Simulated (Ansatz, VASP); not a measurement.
One calculation of Ta4N5, two programs

```
Ta N
1.0
    -3.43627    3.43627    2.13748
     3.43627   -3.43627    2.13748
     3.43627    3.43627   -2.13748
Ta N
4 5
Direct
  0.78386 0.60496 0.38882
  0.39504 0.78386 0.17890
  0.60496 0.21614 0.82110
  0.21614 0.39504 0.61118
  0.50000 0.50000 0.00000
  0.90775 0.30741 0.21516
  0.69259 0.90775 0.60034
  0.30741 0.09225 0.39966
  0.09225 0.69259 0.78484
```

Alike in both runs: functional PBEsol; k mesh 10 × 10 × 10; occupations gaussian, width 0.1 eV; no spin polarisation.

Ansatz relaxed the structure, and its values are those at the end. VASP's run is a single point on that final structure, the one shown.

```csv
,VASP,Ansatz
version,VASP 6.6.1,Ansatz 0.2.0
potentials or method,"VASP PAW PBE potentials, release 64 (Ta_pv, N), cutoff 600 eV","scalar-relativistic, plane waves, PAW"
valence electrons in the cell,69,77
```

Ansatz gave:

* gap on the k mesh at the Fermi level (eV): none
* pressure (GPa): -5.6
* rms of the force components (eV/Å): 0.002

Problem. Estimate VASP's values.

Solution. gap on the k mesh at the Fermi level (eV): none; pressure (GPa): -4.9; rms of the force components (eV/Å): 0.009.

VASP's potentials were made for PBE, not for PBEsol. A gap of «none» marks a metal or a gap that the smearing closes. The functional is the same, so the differences come from potentials, cutoffs and numerics. VASP's potentials hold 69 valence electrons a cell and Ansatz's 77, so a difference there can come from the potentials and not from the codes. Ansatz's warnings: stress scf threshold loose.

Neither program's run includes spin-orbit coupling.
